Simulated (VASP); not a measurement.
Crystal: Cr3GeSe.

```
Cr Ge Se
1.0
     5.89831    0.00000    0.00000
     0.00000    5.89831    0.00000
     0.00000    0.00000    4.40261
Cr Ge Se
6 2 2
Direct
  0.20410 0.70410 0.06550
  0.70410 0.79590 0.93450
  0.79590 0.29590 0.06550
  0.29590 0.20410 0.93450
  0.00000 0.00000 0.50000
  0.50000 0.50000 0.50000
  0.00000 0.50000 0.54800
  0.50000 0.00000 0.45200
  0.00000 0.00000 0.00000
  0.50000 0.50000 0.00000
```

Base run:

- Program: VASP 6.6.1
- Functional: PBE
- Potentials or basis: VASP PAW PBE potentials, release 64 (Cr_pv, Ge_d, Se)
- Cutoff: 520 eV
- k mesh: 3 × 3 × 4
- Occupations: methfessel-paxton, width 0.0201 eV
- Spin: no spin polarisation

Its results: band gap on the k mesh zero (bands 56 and 57 overlap by 0.32 eV); pressure 6.9 GPa; largest force 2.091 eV/Å.

Q: After a change of settings the same cell gave: band gap on the k mesh zero (bands 56 and 57 overlap by 0.28 eV); pressure 1.2 GPa; largest force 1.980 eV/Å. Which change was it?
A. functional from PBE to PBEsol; hubbard terms from none to Cr d U = 1.0 eV
B. further incar settings from ALGO = Normal; EDIFF = 1e-06; NBANDS = 67 to ALGO = Normal; EDIFF = 1e-07; NBANDS = 67
C. occupations from methfessel-paxton, width 0.0201 eV to gaussian, width 0.005 eV; further incar settings from ALGO = Normal; EDIFF = 1e-06; NBANDS = 67 to ALGO = Normal; EDIFF = 1e-06; NBANDS = 67; ISYM = 0

A: A.

Caveats: the run has no spin polarisation, though such a crystal can be magnetic; the stress differs along the axes, from 3 to 9 GPa (at least some runs); forces of over 1 eV/Å act on the atoms, so gaps and moduli don't describe the material at rest (at least some runs); the stress differs along the axes, from -3 to 3 GPa (at least some runs); the PAW data sets were made with another functional, which shifts forces and pressure a little (at least some runs); U without spin polarisation on a metal has little footing (at least some runs).
